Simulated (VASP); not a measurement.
# Pt (Fm-3m) in VASP: further runs

Runs on Pt. Level: BLYP. Tasks: single point.

Program: VASP 6.6.1. These are calculated values, not measurements. Logs are shortened: lines on timing, memory, paths and dates and some standing lists are left out, and cuts for length are marked.

## 1. The cell of the first run

It takes space group Fm-3m (No. 225, cubic). Conventional cell: a = 4.051 Å, b = 4.051 Å, c = 4.051 Å, α = 90.00°, β = 90.00°, γ = 90.00°. Pt (site symmetry m-3m) has 12 Pt at 2.86 Å within 3.8 Å.

## 2. Single point, BLYP, collinear spin

INCAR reads:

```
AGGAC = 1.0 ; AGGAX = 1.0
ALDAC = 0.0 ; ALDAX = 1.0
ALGO = Normal ; EDIFF = 1E-6
ENCUT = 520 ; GGA = B5
ISIF = 2 ; ISMEAR = -1
ISPIN = 2 ; LASPH = T
LCHARG = F ; LMAXMIX = 4
LORBIT = 11 ; LREAL = F
LWAVE = F ; MAGMOM = 1
NBANDS = 15 ; NELM = 150
PREC = Accurate ; SIGMA = 0.05
```

KPOINTS reads:

```
k-points
0
Gamma
  14 14 14
```

POSCAR reads:

```
Pt
1.0
    0.0000000000      2.0255415880      2.0255415880
    2.0255415880      0.0000000000      2.0255415880
    2.0255415880      2.0255415880      0.0000000000
Pt
1
Direct
    0.0000000000      0.0000000000      0.0000000000
```

Potentials or basis: VASP PAW PBE potentials, release 64 (Pt).

Started as:

```
cat potpaw_PBE.64/Pt/POTCAR > POTCAR
mpirun -np 1 vasp_std > vasp.out
```

OUTCAR:

```text
EDIFF = 1E-6
   ENCUT = 520
   GGA = B5
   ISIF = 2
   ISMEAR = -1
   ISPIN = 2
   LASPH = T
   LORBIT = 11
   LREAL = F
   NELM = 150
   PREC = Accurate

 ion  position               nearest neighbor table
   1  0.000  0.000  0.000-

  LATTYP: Found a face centered cubic cell.
 ALAT       =     4.0510831760

  Lattice vectors:

 A1 = (   0.0000000000,   2.0255415880,   2.0255415880)
 A2 = (   2.0255415880,   0.0000000000,   2.0255415880)
 A3 = (   2.0255415880,   2.0255415880,   0.0000000000)

Analysis of symmetry for initial positions (statically):
=====================================================================
 Subroutine PRICEL returns:
 Original cell was already a primitive cell.

 Routine SETGRP: Setting up the symmetry group for a
 face centered cubic supercell.

 Subroutine GETGRP returns: Found 48 space group operations
 (whereof 48 operations were pure point group operations)
 out of a pool of 48 trial point group operations.

The static configuration has the point symmetry O_h .

Analysis of symmetry for dynamics (positions and initial velocities):
=====================================================================
 Subroutine PRICEL returns:
 Original cell was already a primitive cell.

 Routine SETGRP: Setting up the symmetry group for a
 face centered cubic supercell.

 Subroutine GETGRP returns: Found 48 space group operations
 (whereof 48 operations were pure point group operations)
 out of a pool of 48 trial point group operations.

The dynamic configuration has the point symmetry O_h .

Analysis of structural, dynamic, and magnetic symmetry:
=====================================================================
 Subroutine PRICEL returns:
 Original cell was already a primitive cell.

 Routine SETGRP: Setting up the symmetry group for a
 face centered cubic supercell.

 Subroutine GETGRP returns: Found 48 space group operations
 (whereof 48 operations were pure point group operations)
 out of a pool of 48 trial point group operations.

The overall configuration has the point symmetry O_h .

 Subroutine INISYM returns: Found 48 space group operations
 (whereof 48 operations are pure point group operations),
 and found     1 'primitive' translations

----------------------------------------------------------------------------------------

                                     Primitive cell

  volume of cell :      16.6209

  direct lattice vectors                    reciprocal lattice vectors
     0.000000000  2.025541588  2.025541588    -0.246847561  0.246847561  0.246847561
     2.025541588  0.000000000  2.025541588     0.246847561 -0.246847561  0.246847561
     2.025541588  2.025541588  0.000000000     0.246847561  0.246847561 -0.246847561

  length of vectors
     2.864548385  2.864548385  2.864548385     0.427552517  0.427552517  0.427552517

  position of ions in fractional coordinates (direct lattice)
     0.000000000  0.000000000  0.000000000

  ion indices of the primitive-cell ions
   primitive index   ion index
                 1           1

----------------------------------------------------------------------------------------

 KPOINTS: k-points

Automatic generation of k-mesh.
 Grid dimensions read from file:
 generate k-points for:   14   14   14

 Generating k-lattice:

  Cartesian coordinates                     Fractional coordinates (reciprocal lattice)
    -0.017631969  0.017631969  0.017631969     0.071428571  0.000000000  0.000000000
     0.017631969 -0.017631969  0.017631969     0.000000000  0.071428571  0.000000000
     0.017631969  0.017631969 -0.017631969     0.000000000  0.000000000  0.071428571

  Length of vectors
     0.030539465  0.030539465  0.030539465

  Shift w.r.t. Gamma in fractional coordinates (k-lattice)
     0.000000000  0.000000000  0.000000000

 Subroutine IBZKPT returns following result:
 ===========================================

 Found    104 irreducible k-points:

 Following reciprocal coordinates:
            Coordinates               Weight
  0.000000  0.000000  0.000000      1.000000
  0.071429  0.000000  0.000000      8.000000
  0.142857  0.000000  0.000000      8.000000
  0.214286  0.000000  0.000000      8.000000
  0.285714  0.000000  0.000000      8.000000
  0.357143  0.000000  0.000000      8.000000
[... 16 lines left out ...]
  0.214286  0.142857  0.000000     24.000000
  0.285714  0.142857  0.000000     24.000000
 [... further k-points ...]
   k-points           NKPTS =    104   k-points in BZ     NKDIM =    104   number of bands    NBANDS=     15
   number of dos      NEDOS =    301   number of ions     NIONS =      1
   total plane-waves  NPLWV =  13824
   dimension x,y,z NGX =    24 NGY =   24 NGZ =   24
   dimension x,y,z NGXF=    48 NGYF=   48 NGZF=   48
   ions per type =               1
   NGX,Y,Z   is equivalent  to a cutoff of  13.93, 13.93, 13.93 a.u.
   NGXF,Y,Z  is equivalent  to a cutoff of  27.86, 27.86, 27.86 a.u.
 SYSTEM =  unknown system
   PREC   = accura    normal or accurate (medium, high low for compatibility)
   ISTART =      0    job   : 0-new  1-cont  2-samecut
   ICHARG =      2    charge: 1-file 2-atom 10-const
   ISPIN  =      2    spin polarized calculation?
   LNONCOLLINEAR =      F non collinear calculations
   LSORBIT =      F    spin-orbit coupling
   LASPH  =      T    aspherical Exc in radial PAW
   ENCUT  =  520.0 eV  38.22 Ry    6.18 a.u.   5.33  5.33  5.33*2*pi/ulx,y,z
   NELM   =    150;   NELMIN=  2; NELMDL= -5     # of ELM steps
   EDIFF  = 0.1E-05   stopping-criterion for ELM
   LREAL  =      F    real-space projection
   EDIFFG = 0.1E-04   stopping-criterion for IOM
   NSW    =      0    number of steps for IOM
   IBRION =     -1    ionic relax: 0-MD 1-quasi-New 2-CG
   NFREE  =      0    steps in history (QN), initial steepest desc. (CG)
   ISIF   =      2    stress and relaxation
   ISYM   =      2    0-nonsym 1-usesym 2-fastsym
   POTIM  = 0.5000    time-step for ionic-motion
   TEBEG  =    0.0;   TEEND  =   0.0 temperature during run
   PSTRESS=    0.0 pullay stress
   NELECT =      10.0000    total number of electrons
   NUPDOWN=      -1.0000    fix difference up-down
   EMIN   =  10.00;   EMAX   =-10.00  energy-range for DOS
   EFERMI =   0.00;   METHOD = LEGACY
   ISMEAR =    -1;   SIGMA  =   0.05  broadening in eV -4-tet -1-fermi 0-gaus
   EFERMI_NEDOS =   21; number of points for ismear=-14 and -15
   IALGO  =     38    algorithm
   IMIX   =      4    mixing-type and parameters
     AMIX     =   0.40;   BMIX     =  1.00
     AMIX_MAG =   1.60;   BMIX_MAG =  1.00
  volume/ion in A,a.u.               =      16.62       112.16
  Fermi-wavevector in a.u.,A,eV,Ry     =   1.382050  2.611695 25.987964  1.910061
  Thomas-Fermi vector in A             =   2.506777
   LORBIT       =     11    0 simple, 1 ext, 2 COOP (PROOUT), +10 PAW based schemes
   GGA     = B5    functional components
   LHFCALC =     F    Hartree Fock is set to
   AEXX    =    0.0000 exact exchange contribution
   IVDW    =     0    specifies the selected vdW correction
   LEPSILON=     F    determine dielectric tensor
   LRPA    =     F    only Hartree local field effects (RPA)
 spin polarized calculation
  energy-cutoff  :      520.00
  volume of cell :       16.62
 maximum number of plane-waves:       459
 NGX is ok and might be reduce to    24
   NGX = 11   NGY = 11   NGZ = 11

 number of electron      10.0000000 magnetization       1.0000000

 number of electron       9.9999999 magnetization      -0.0081529

 number of electron       9.9999999 magnetization       0.0009137

 Free energy of the ion-electron system (eV)
  ---------------------------------------------------
  ext. energy  EPLUGINS =         0.00000000
  ---------------------------------------------------
  free energy    TOTEN  =        -5.01322023 eV

  energy without entropy =       -4.99667627  energy(sigma->0) =       -5.00494825

 E-fermi :  10.0452     XC(G=0): -12.2339

 val. band max:       10.0439071469   @ k =   0.4286   0.1429   0.0000
 cond. band min:      10.0789755088   @ k =   0.5000   0.0000   0.0000
 fundamental gap:      0.0350683619
 Fermi energy:        10.0452258974

 spin component 1

 k-point     1 :       0.0000    0.0000    0.0000
  band No.  band energies     occupation
      1       1.0387      1.00000
      2       6.8137      1.00000
      3       6.8137      1.00000
      4       6.8137      1.00000
      5       8.6457      1.00000
      6       8.6457      1.00000
      7      25.2261      0.00000
      8      29.4876      0.00000
      9      29.4876      0.00000
     10      29.4876      0.00000
     11      34.9524      0.00000
     12      40.4245      0.00000
     13      40.4245      0.00000
     14      40.4245      0.00000
     15      41.2844      0.00000

 k-point     2 :       0.0714    0.0000    0.0000
  band No.  band energies     occupation
      1       1.2258      1.00000
      2       6.7419      1.00000
      3       6.8841      1.00000
      4       6.8841      1.00000
      5       8.6107      1.00000
      6       8.6107      1.00000
      7      25.4904      0.00000
      8      28.5201      0.00000
      9      29.7517      0.00000
     10      29.7517      0.00000
     11      35.8356      0.00000
     12      38.2285      0.00000
     13      39.1681      0.00000
     14      39.1681      0.00000
     15      41.8562      0.00000
[... 365 lines left out ...]
      3       7.4121      1.00000
      4       7.5289      1.00000
      5       8.0256      1.00000
      6       9.0283      1.00000
      7      26.3042      0.00000
      8      27.3089      0.00000
      9      28.5782      0.00000
     10      29.5477      0.00000
     11      33.2621      0.00000
     12      35.6970      0.00000
     13      36.2150      0.00000
     14      40.7120      0.00000
     15      41.9962      0.00000

 k-point    24 :       0.2857    0.1429    0.0000
  band No.  band energies     occupation
      1       3.3757      1.00000
      2       5.9384      1.00000
      3       7.1374      1.00000
      4       7.6195      1.00000
      5       8.6017      1.00000
      6       9.3124      1.00000
      7      23.7988      0.00000
      8      27.3840      0.00000
      9      28.0976      0.00000
     10      29.8548      0.00000
     11      32.9026      0.00000
     12      35.3778      0.00000
     13      36.3466      0.00000
     14      39.9581      0.00000
     15      43.1358      0.00000

 [... further k-points ...]

 spin component 2

 k-point     1 :       0.0000    0.0000    0.0000
  band No.  band energies     occupation
      1       1.0388      1.00000
      2       6.8143      1.00000
      3       6.8143      1.00000
      4       6.8143      1.00000
      5       8.6462      1.00000
      6       8.6462      1.00000
      7      25.2261      0.00000
      8      29.4876      0.00000
      9      29.4876      0.00000
     10      29.4876      0.00000
     11      34.9523      0.00000
     12      40.4246      0.00000
     13      40.4246      0.00000
     14      40.4246      0.00000
     15      41.2850      0.00000

 k-point     2 :       0.0714    0.0000    0.0000
  band No.  band energies     occupation
      1       1.2259      1.00000
      2       6.7424      1.00000
      3       6.8846      1.00000
      4       6.8846      1.00000
      5       8.6112      1.00000
      6       8.6112      1.00000
      7      25.4904      0.00000
      8      28.5202      0.00000
      9      29.7517      0.00000
     10      29.7517      0.00000
     11      35.8355      0.00000
     12      38.2287      0.00000
     13      39.1683      0.00000
     14      39.1683      0.00000
     15      41.8567      0.00000
[... 365 lines left out ...]
      3       7.4126      1.00000
      4       7.5294      1.00000
      5       8.0260      1.00000
      6       9.0288      1.00000
      7      26.3042      0.00000
      8      27.3089      0.00000
      9      28.5783      0.00000
     10      29.5478      0.00000
     11      33.2623      0.00000
     12      35.6971      0.00000
     13      36.2152      0.00000
     14      40.7121      0.00000
     15      41.9962      0.00000

 k-point    24 :       0.2857    0.1429    0.0000
  band No.  band energies     occupation
      1       3.3758      1.00000
      2       5.9389      1.00000
      3       7.1378      1.00000
      4       7.6200      1.00000
      5       8.6022      1.00000
      6       9.3129      1.00000
      7      23.7989      0.00000
      8      27.3841      0.00000
      9      28.0977      0.00000
     10      29.8549      0.00000
     11      32.9027      0.00000
     12      35.3779      0.00000
     13      36.3467      0.00000
     14      39.9582      0.00000
     15      43.1296      0.00000

 [... further k-points ...]
[... 5 lines left out ...]
  --------------------------------------------------------------------------------------
  -------------------------------------------------------------------------------------
  Total        0.0987780      0.0987780      0.0987780      0.0000000      0.0000000      0.0000000
  in kB        9.5217640      9.5217640      9.5217640      0.0000000      0.0000000      0.0000000
  external PRESSURE =       9.5217640 kB  Pullay stress =       0.0000000 kB

 VOLUME and BASIS-vectors are now :
 -----------------------------------------------------------------------------
  energy-cutoff  :      520.00
  volume of cell :       16.62
      direct lattice vectors                 reciprocal lattice vectors
     0.000000000  2.025541588  2.025541588    -0.246847561  0.246847561  0.246847561
     2.025541588  0.000000000  2.025541588     0.246847561 -0.246847561  0.246847561
     2.025541588  2.025541588  0.000000000     0.246847561  0.246847561 -0.246847561

 POSITION                                       TOTAL-FORCE (eV/Angst)
 -----------------------------------------------------------------------------------
      0.00000      0.00000      0.00000         0.000000     -0.000000     -0.000000
 -----------------------------------------------------------------------------------
    total drift:                               -0.000000     -0.000000      0.000000

  FREE ENERGIE OF THE ION-ELECTRON SYSTEM (eV)
  ---------------------------------------------------
  free  energy   TOTEN  =        -5.0132202327 eV

  energy  without entropy=       -4.9966762693  energy(sigma->0) =       -5.00494825

 total charge

# of ion       s       p       d       tot
------------------------------------------
    1        0.599   0.478   8.044   9.122

 magnetization (x)

# of ion       s       p       d       tot
------------------------------------------
    1       -0.000  -0.000   0.001   0.001
```

It took 43 s on 1 thread of AMD EPYC 9R45 (Zen 5), shared host; peak memory 0.14 GiB.

What came out:

| Quantity | Value |
| --- | --- |
| Free energy | -5.0132 eV |
| Pressure | 1.0 GPa |
| Band gap on the k mesh | zero (filled and empty bands overlap) |
| Net moment | 0.00 μB per cell |
| Valence electrons inside the program's atomic spheres | Pt 9.12 |

Caveat: the PAW data sets were made with another functional, which shifts forces and pressure a little; spin-orbit coupling is left out, which moves the levels of the heavy elements.

## 3. Single point, BLYP, collinear spin (14.63 Å³/atom)

This run uses another cell than the first one, of 14.63 Å³/atom.

INCAR reads:

```
AGGAC    = 1.0          
AGGAX    = 1.0          
ALDAC    = 0.0          
ALDAX    = 1.0          
ALGO     = Normal         # electronic algorithm
EDIFF    = 1E-6           # SCF threshold, eV
ENCUT    = 520            # plane-wave cutoff, eV
GGA      = B5             # functional
ISIF     = 2              # what is computed and relaxed
ISMEAR   = -1             # smearing method
ISPIN    = 2              # spin polarisation
LASPH    = T              # aspherical terms in the spheres
LCHARG   = F              # write CHGCAR
LMAXMIX  = 4              # l up to which the mixer works
LORBIT   = 11             # projections on sites
LREAL    = F              # projectors in reciprocal space
LWAVE    = F              # write WAVECAR
MAGMOM   = 1              # initial moments
NBANDS   = 15             # bands
NELM     = 150            # most SCF steps
PREC     = Accurate       # precision mode
SIGMA    = 0.05           # smearing width, eV
```

KPOINTS reads:

```
k-points
0
Gamma
  22 22 22
```

POSCAR reads:

```
Pt
1.0
    0.0000000000      1.9410440372      1.9410440372
    1.9410440372      0.0000000000      1.9410440372
    1.9410440372      1.9410440372      0.0000000000
Pt
1
Direct
    0.0000000000      0.0000000000      0.0000000000
```

Potentials or basis: VASP PAW PBE potentials, release 64 (Pt).

Started as:

```
cat potpaw_PBE.64/Pt/POTCAR > POTCAR
mpirun -np 1 vasp_std > vasp.out
```

Wall time 74 s (1 thread of AMD EPYC 9R45 (Zen 5), shared host); peak memory 0.18 GiB.

The run converged. Its results:

```yaml
Free_energy: -4.7935 eV
Pressure: 38.1 GPa
Band_gap_on_the_k_mesh: zero (filled and empty bands overlap)
Net_moment: 0.00 μB per cell
Valence_electrons_inside_the_program's_atomic_spheres: Pt 9.43
```

Levels at points of the mesh, in eV from the Fermi level:
Spin up:
```csv
k point,band 3,band 4,band 5,band 6,band 7,band 8
"(0.00, 0.00, 0.00)",-3.99,-3.99,-1.73,-1.73,14.85,19.85
"(0.50, 0.00, 0.00)",-4.06,-0.30,0.05,0.05,6.12,14.46
"(0.50, 0.50, 0.00)",0.01,0.54,0.54,1.97,9.25,11.64
```
Spin down:
| k point | band 1 | band 2 | band 3 | band 4 | band 5 | band 6 | band 7 | band 8 | band 9 | band 10 |
| --- | --- | --- | --- | --- | --- | --- | --- | --- | --- | --- |
| (0.00, 0.00, 0.00) | -10.40 | -3.99 | -3.99 | -3.99 | -1.73 | -1.73 | 14.85 | 19.85 | 19.85 | 19.85 |
| (0.50, 0.00, 0.00) | -7.59 | -4.06 | -4.06 | -0.30 | 0.05 | 0.05 | 6.12 | 14.46 | 19.27 | 19.27 |
| (0.50, 0.50, 0.00) | -7.36 | -6.92 | 0.01 | 0.54 | 0.54 | 1.97 | 9.25 | 11.64 | 11.64 | 20.96 |

Caveat: the cell stands under pressure; the PAW data sets were made with another functional, which shifts forces and pressure a little; spin-orbit coupling is left out, which moves the levels of the heavy elements.

(Continued in part 2 of 2.)
